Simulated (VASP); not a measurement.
Runs of VASP 6.6.1 on BP. The structure is cubic, space group F-43m (No. 216). The conventional cell has a = 4.537 Å, b = 4.537 Å, c = 4.537 Å, α = 90.00°, β = 90.00°, γ = 90.00°. B (site symmetry -43m) has 4 P at 1.96 Å within 2.6 Å. P (site symmetry -43m) has 4 B at 1.96 Å within 2.6 Å. 

| level | k mesh | grid for exact exchange (PRECFOCK) | gap on the mesh (eV) | pressure (GPa) |
| --- | --- | --- | --- | --- |
| PBE0 | 6 × 6 × 6 | Normal | 2.79 | -2.0 |
| PBE | 6 × 6 × 6 | - | (b) | 1.2 |
| r2SCAN | 6 × 6 × 6 | - | (c) | (a) |
| PBE | 10 × 10 × 10 | - | 1.24 | 1.0 |

Alike in all rows: task single point; potentials or basis VASP PAW PBE potentials, release 64 (B, P); no spin polarisation; cell as given; cutoff (eV) 520; smearing gaussian 0.01 eV.

Task: Estimate the missing entries.

Result: (a) -0.4; (b) 1.33; (c) 1.54.

Caveats: the PAW data sets were made with another functional, which shifts forces and pressure a little (some runs).

A k mesh can miss the band edges.
